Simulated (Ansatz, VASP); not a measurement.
**One calculation of Os, two programs**

```
Os
1.0
     2.74793    0.00000    0.00000
    -1.37396    2.37977    0.00000
     0.00000    0.00000   19.69153
Os
9
Cartesian
  0.0000 0.0000 0.0000
  0.0000 1.5865 2.2179
  0.0000 0.0000 4.3460
  0.0000 1.5865 6.5638
  1.3740 0.7933 8.7817
  0.0000 1.5865 10.9098
  1.3740 0.7933 13.1277
  0.0000 0.0000 15.3456
  1.3740 0.7933 17.4736
```

Alike in both runs: functional PBE; k mesh 18 × 18 × 3; occupations gaussian, width 0.1 eV; no spin polarisation.

Ansatz relaxed the structure, and its values are those at the end. VASP's run is a single point on that final structure, the one shown.

```csv
,VASP,Ansatz
version,VASP 6.6.1,Ansatz 0.2.0
potentials or method,"VASP PAW PBE potentials, release 64 (Os), cutoff 520 eV","scalar-relativistic, plane waves, PAW"
valence electrons in the cell,72,144
```

|  | VASP | Ansatz | Ansatz less VASP |
| --- | --- | --- | --- |
| gap on the k mesh at the Fermi level (eV) | none | none | - |
| pressure (GPa) | -0.1 | 0.0 | +0.16 |
| rms of the force components (eV/Å) | 0.004 | 0.001 | -0.0031 |

A gap of «none» marks a metal or a gap that the smearing closes. With one functional, cell and mesh, what is left measures potentials, basis and numerics. VASP's potentials hold 72 valence electrons a cell and Ansatz's 144, so a difference there can come from the potentials and not from the codes.

Neither program's run includes spin-orbit coupling.
